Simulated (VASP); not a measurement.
## B17N15 (a cell with a defect) (B_N): single point with LDA

B17N15 (a cell with a defect) (B_N):

```
B N
1.0
    -3.62411    3.62411   -3.62411
     3.62411    3.62411    3.62411
     3.62411   -3.62411   -3.62411
B N
17 15
Cartesian
  0.0206 0.0019 0.0117
  3.6263 -1.8114 -1.7972
  3.6446 0.0149 -0.0013
  3.6263 1.8301 1.8096
  1.7955 -1.7925 -3.6078
  1.8363 -0.0210 -1.7206
  1.8131 1.7944 0.0116
  1.8002 3.6259 1.7913
  -0.0917 -0.0208 -3.6486
  -0.1174 1.9318 -1.6951
  -0.0168 3.6434 0.0163
  3.6091 1.8128 -1.8145
  -1.8241 1.7944 -3.6255
  -1.8285 3.6433 -1.7957
  1.8361 1.9068 -3.6486
  1.8130 3.6388 -1.8329
  1.0368 0.7782 -2.8488
  0.9105 -0.9278 -0.8663
  0.9103 0.9046 0.9115
  4.5345 -0.8631 -0.9310
  4.5344 0.9145 0.9015
  -0.8910 0.9055 -0.9211
  2.7356 -0.9208 -2.7213
  2.7430 0.9045 -0.8663
  2.6780 2.6963 0.9013
  0.9091 -0.9207 -4.5478
  0.9094 2.7056 -0.9214
  0.9004 4.5286 0.9015
  -0.9463 0.9044 -4.5553
  -0.8910 2.7059 -2.7218
  -0.8887 4.5300 -0.9237
  2.7429 2.7609 -2.7228
```

```yaml
Program: VASP 6.6.1
Task: single point
Functional: LDA
Potentials_or_basis: VASP PAW LDA potentials, release 64 (B, N)
Cutoff: 520 eV
k_mesh: 1 × 1 × 1, shifted
Occupations: fermi-dirac, width 0.01 eV
Spin: no spin polarisation
Dipole_correction: no
Further_INCAR_settings: LREAL = Auto; ALGO = Normal; EDIFF = 1e-06; NBANDS = 85
```

```
Pressure               : -3.1 GPa
Largest force          : 0.180 eV/Å
Band gap on the k mesh : 1.08 eV
```

Forces on the atoms (eV/Å):
```
B   -0.021  0.007  0.002
B   -0.011  0.011 -0.011
B   -0.019 -0.005  0.010
B   -0.012 -0.011  0.012
B    0.010 -0.018 -0.009
B    0.093 -0.105  0.110
B   -0.009  0.019  0.003
B   -0.001  0.010  0.021
B   -0.111 -0.107 -0.092
B   -0.023  0.034  0.026
B    0.020 -0.011 -0.013
B    0.009  0.011  0.011
B    0.001  0.018  0.010
B    0.009 -0.006 -0.017
B    0.095  0.100 -0.088
B   -0.010 -0.002  0.020
B    0.032 -0.022 -0.039
N    0.017  0.014 -0.016
N    0.005 -0.002 -0.009
N    0.016 -0.015  0.010
N    0.001 -0.007 -0.002
N   -0.025  0.016  0.017
N   -0.019  0.023  0.007
N   -0.015 -0.015 -0.013
N    0.017  0.013 -0.018
N   -0.006  0.021  0.017
N   -0.020  0.028  0.022
N    0.007  0.002 -0.002
N    0.020 -0.014  0.014
N   -0.025  0.021  0.020
N   -0.015  0.005  0.014
N   -0.011 -0.011 -0.018
```

Stress tensor (GPa, compression positive):
```
-3.09  2.68  2.69
 2.68 -3.10 -2.69
 2.69 -2.69 -3.10
```

Levels at points of the mesh, in eV from the valence-band top:
```csv
k point,band 60,band 61,band 62,band 63,band 64,band 65,band 66,band 67
"(0.25, 0.25, 0.25)",-2.11,-2.11,0.00,0.00,1.08,5.67,6.21,6.21
```

Wall time 45 s on 1 thread of Intel(R) Xeon(R) Platinum 8259CL CPU @ 2.50GHz (Skylake/Cascade Lake), on a shared host, peak memory 0.25 GiB.

Caveat: the k points lie up to 1.23 Å⁻¹ apart.
